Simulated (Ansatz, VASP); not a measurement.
## One calculation of SnO, two programs

```xyz
4
Lattice="3.3031 0.0000 0.0000 0.0000 5.7577 0.0000 0.0000 0.0000 4.0008" Properties=species:S:1:pos:R:3 pbc="T T T"
Sn    0.0000    1.3211    2.0695
Sn    1.6516    4.4366    0.0691
O     0.0000    5.1447    2.9315
O     1.6516    0.6130    0.9311
```

Alike in both runs: task single point; functional PBE-based global hybrid with a share of 0.75 of exact exchange; k mesh 4 × 2 × 4; no spin polarisation.

|  | VASP | Ansatz |
| --- | --- | --- |
| version | VASP 6.6.1 | Ansatz 0.2.0 |
| potentials or method | VASP PAW PBE potentials, release 64 (Sn_d, O) | plane waves |
| plane-wave cutoff (eV) | 520 | 420 |
| occupations | gaussian, width 0.01 eV | fixed |
| valence electrons in the cell | 40 | 40 |

```csv
,VASP,Ansatz,Ansatz less VASP
gap on the k mesh at the Fermi level (eV),6.48,6.43,-0.055
pressure (GPa),-6.8,-6.7,+0.02
"traceless stress, the component that is largest in VASP (GPa)",1.52,1.62,+0.106
rms of the force components (eV/Å),0.518,0.587,+0.0687
```

VASP's potentials were made for PBE, not for PBE-based global hybrid. Atom by atom the forces differ by 0.072 eV/Å (rms over components). Ansatz's warnings: stress exchange threshold loose, stress scf threshold loose.

The k mesh is coarse, so the values compare programs but aren't converged.
